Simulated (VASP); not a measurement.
A run of VASP 6.6.1 is set up as follows.

INCAR

```
PREC = Accurate
ENCUT = 520
EDIFF = 1E-6
ISMEAR = 0
SIGMA = 0.15
LREAL = False
LASPH = True
NELM = 150
ALGO = Normal
ISIF = 2
LWAVE = False
LCHARG = False
ISPIN = 2
MAGMOM = 0.6
LORBIT = 11
LMAXMIX = 4
GGA = PS
NBANDS = 15
```

KPOINTS

```
regular mesh
0
Gamma
  22 22 22
```

POSCAR

```
Ni
1.0
   -1.4740981178      1.3776617923      1.4740981178
    1.2812254668     -1.3776617923      1.2812254668
    1.4740981178      1.3776617923     -1.4740981178
Ni
1
Direct
    0.0000000000      0.0000000000      0.0000000000
```

Potentials or basis: VASP PAW PBE potentials, release 64 (Ni).

Launch:

```sh
$ cat potpaw_PBE.64/Ni/POTCAR > POTCAR
$ mpirun -np 1 vasp_std > vasp.out
```

Q: Estimate the site moments.

A: Ni +0.46 μB.

Q: What does it give for the net moment?

A: 0.45 μB per cell.

Q: Estimate the pressure.

A: 4.9 GPa.

Stress tensor (GPa, compression positive):
```
 3.33  0.00 23.02
 0.00  7.98  0.00
23.02  0.00  3.33
```

Caveat: the cell differs from its parent crystal (engineering shear strain xz -0.1400, engineering shear strain yz +0.0000); the PAW data sets were made with another functional, which shifts forces and pressure a little.
